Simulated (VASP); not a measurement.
# TiBH (Imma) in VASP: further runs, part 3 of 3

VASP 6.6.1. The steps go on from the part before.

### 5 Single point, PBE, collinear spin

The input, INCAR:

```
  ALGO = Normal
  EDIFF = 1E-7
  ENCUT = 520
  GGA = PE
  ISIF = 2
  ISMEAR = 0
  ISPIN = 2
  LASPH = True
  LCHARG = False
  LMAXMIX = 4
  LORBIT = 11
  LREAL = False
  LWAVE = False
  MAGMOM = 1 1 0 0 0 0
  NBANDS = 29
  NELM = 150
  PREC = Accurate
  SIGMA = 0.1
```

The input, KPOINTS:

```
k-points
0
Gamma
  8 8 8
```

The input, POSCAR:

```
TiBH
1.0
   -1.5127137028      1.8003711974      5.0464241994
    1.5127137028     -1.8003711974      5.0464241994
    1.5127137028      1.8003711974     -5.0464241994
Ti B H
2 2 2
Direct
    0.3600995598      0.1100995598      0.2500000000
    0.6399004402      0.8899004402      0.7500000000
    0.0000000000      0.5000000000      0.0000000000
    0.0000000000      0.0000000000      0.5000000000
    0.5000000000      0.5000000000      0.0000000000
    0.0000000000      0.5000000000      0.5000000000
```

Potentials or basis: VASP PAW PBE potentials, release 64 (Ti_sv, B, H).

Launch:

```sh
$ cat potpaw_PBE.64/Ti_sv/POTCAR potpaw_PBE.64/B/POTCAR potpaw_PBE.64/H/POTCAR > POTCAR
$ mpirun -np 1 vasp_std > vasp.out
```

OUTCAR:

```text
EDIFF = 1E-7
   ENCUT = 520
   GGA = PE
   ISIF = 2
   ISMEAR = 0
   ISPIN = 2
   LASPH = True
   LORBIT = 11
   LREAL = False
   NELM = 150
   PREC = Accurate

 ion  position               nearest neighbor table
   1  0.360  0.110  0.250-   3 2.41   3 2.41   4 2.41   4 2.41   2 2.86   2 2.86
   2  0.640  0.890  0.750-   4 2.41   3 2.41   3 2.41   4 2.41   1 2.86   1 2.86
   3  0.000  0.500  0.000-   4 1.51   4 1.51   2 2.41   2 2.41   1 2.41   1 2.41
   4  0.000  0.000  0.500-   3 1.51   3 1.51   2 2.41   1 2.41   2 2.41   1 2.41
   5  0.500  0.500  0.000-
   6  0.000  0.500  0.500-

  LATTYP: Found a body centered orthorhombic cell.
 ALAT       =     3.0254274056
 B/A-ratio  =     1.1901599054
 C/A-ratio  =     3.3360074613

  Lattice vectors:

 A1 = (  -1.5127137028,   1.8003711974,   5.0464241994)
 A2 = (   1.5127137028,  -1.8003711974,   5.0464241994)
 A3 = (   1.5127137028,   1.8003711974,  -5.0464241994)

Analysis of symmetry for initial positions (statically):
=====================================================================
[... 1709 lines left out ...]
  Total        0.0028862      0.2204619      0.0269255      0.0000000      0.0000000      0.0000000
  in kB        0.0841151      6.4251255      0.7847161      0.0000000      0.0000000      0.0000000
  external PRESSURE =       2.4313189 kB  Pullay stress =       0.0000000 kB

 VOLUME and BASIS-vectors are now :
 -----------------------------------------------------------------------------
  energy-cutoff  :      520.00
  volume of cell :       54.97
      direct lattice vectors                 reciprocal lattice vectors
    -1.512713703  1.800371197  5.046424199     0.000000000  0.277720506  0.099080058
     1.512713703 -1.800371197  5.046424199     0.330531811  0.000000000  0.099080058
     1.512713703  1.800371197 -5.046424199     0.330531811  0.277720506  0.000000000

 POSITION                                       TOTAL-FORCE (eV/Angst)
 -----------------------------------------------------------------------------------
      0.00000      0.90019      1.11122        -0.000000      0.000000      0.087503
      1.51271      0.90019      3.93521         0.000000     -0.000000     -0.087503
      0.75636     -0.90019      2.52321        -0.000000     -0.000000      0.000000
      0.75636      0.90019     -2.52321        -0.000000     -0.000000     -0.000000
      0.00000      0.00000      5.04642        -0.000000     -0.000000      0.000000
      1.51271      0.00000      0.00000        -0.000000     -0.000000      0.000000
 -----------------------------------------------------------------------------------
    total drift:                               -0.000000      0.000000     -0.000000

  FREE ENERGIE OF THE ION-ELECTRON SYSTEM (eV)
  ---------------------------------------------------
  free  energy   TOTEN  =       -35.9803873710 eV

  energy  without entropy=      -35.9631189510  energy(sigma->0) =      -35.97175316

 total charge

# of ion       s       p       d       tot
------------------------------------------
    1        2.170   6.127   1.926  10.224
    2        2.170   6.127   1.926  10.224
    3        0.757   1.365   0.000   2.122
    4        0.757   1.365   0.000   2.122
    5        0.520   0.012   0.000   0.533
    6        0.520   0.012   0.000   0.533
--------------------------------------------------
tot          6.895  15.009   3.853  25.757

 magnetization (x)

# of ion       s       p       d       tot
------------------------------------------
    1        0.008   0.015   0.256   0.279
    2        0.008   0.015   0.256   0.279
    3        0.000  -0.001   0.000  -0.000
    4        0.000  -0.001   0.000  -0.000
    5       -0.007   0.002   0.000  -0.006
    6       -0.007   0.002   0.000  -0.006
--------------------------------------------------
tot          0.002   0.031   0.511   0.545
```

It took 20 min on 1 thread of Intel Xeon 8259CL, shared host; peak memory 0.47 GiB.

Results:

* Free energy: -35.9804 eV
* Pressure: 0.2 GPa
* Largest force: 0.088 eV/Å
* Net moment: 0.73 μB per cell
* Site moments: Ti +0.28; B -0.00; H -0.01 μB
* Valence electrons inside the program's atomic spheres: Ti 10.22; B 2.12; H 0.53

Forces on the atoms (eV/Å):
```
Ti   0.000  0.000  0.088
Ti   0.000  0.000 -0.088
B    0.000  0.000  0.000
B    0.000  0.000  0.000
H    0.000  0.000  0.000
H    0.000  0.000  0.000
```

### 6 Summary

| task | spin | cell | k mesh | cutoff (eV) | gap on the mesh (eV) | pressure (GPa) | largest force (eV/Å) |
| --- | --- | --- | --- | --- | --- | --- | --- |
| single point | off | a = 5.567 Å, angles 148.5, 142.3, 50.0°, 6 atoms, atomic positions A | 6 × 6 × 6 | 520 | none | 0.0 | 0.01 |
| single point | off | a = 4.359 Å, angles 124.1, 120.4, 86.2°, 6 atoms, atomic positions B | 6 × 6 × 6 | 520 | none | -14.3 | 0.57 |
| relaxation of cell and atoms | off | relaxed from a = 4.359 Å, angles 124.1, 120.4, 86.2°, 6 atoms, atomic positions B | 6 × 6 × 6 | 600 | none | 0.2 | 0.02 |
| single point | collinear | a = 5.567 Å, angles 148.5, 142.3, 50.0°, 6 atoms, atomic positions A | 8 × 8 × 8 | 520 | none | 0.2 | 0.09 |

Alike in all rows: level PBE; potentials or basis VASP PAW PBE potentials, release 64 (Ti_sv, B, H); smearing gaussian 0.1 eV.

Caveats: some runs use coarse meshes; the cell stands under tension (at least some runs).

Absolute energies hang on the potentials; compare differences alone.
